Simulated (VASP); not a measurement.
Yb:

```
CELL_PARAMETERS angstrom
5.49000 0.00000 0.00000
0.00000 5.49000 0.00000
0.00000 0.00000 5.49000
ATOMIC_POSITIONS crystal
Yb 0.00000 0.00000 0.00000
Yb 0.00000 0.50000 0.50000
Yb 0.50000 0.00000 0.50000
Yb 0.50000 0.50000 0.00000
```

| Property | Result |
| --- | --- |
| Program | VASP 6.6.1 |
| Task | relaxation of cell and atoms |
| Functional | PBEsol |
| Potentials or basis | VASP PAW PBE potentials, release 64 (Yb) |
| Cutoff | 600 eV |
| k mesh | 5 × 5 × 5 |
| Occupations | methfessel-paxton, width 0.05 eV |
| Spin | no spin polarisation |

At the start: pressure -3.6 GPa; volume 41.37 Å³/atom.

Question: Where does the relaxation end?

Answer: Over 5 steps the energy falls by 123.1 meV/atom and the volume is 32.31 Å³/atom (-21.9 %); space group Fm-3m (No. 225, to 0.05 Å).

The path:
```tsv
step	energy change (eV)	largest force (eV/Å)	pressure (GPa)	volume (Å³)
1	0.0000	0.0000	-3.57	165.47
2	-0.3868	0.0000	-2.16	144.38
3	-0.4922	0.0000	-0.19	129.92
4	-0.4924	0.0000	0.12	128.70
5	-0.4925	0.0000	-0.04	129.23
```

Final structure:
```xyz
4
Lattice="5.0558 0.0000 0.0000 0.0000 5.0558 0.0000 0.0000 0.0000 5.0558" Properties=species:S:1:pos:R:3 pbc="T T T"
Yb    0.0000    0.0000    0.0000
Yb    5.0558    2.5279    2.5279
Yb    2.5279    0.0000    2.5279
Yb    2.5279    2.5279    5.0558
```

Caveat: the volume moved by over 15 % at a fixed basis, so the end points are rough; the PAW data sets were made with another functional, which shifts forces and pressure a little.
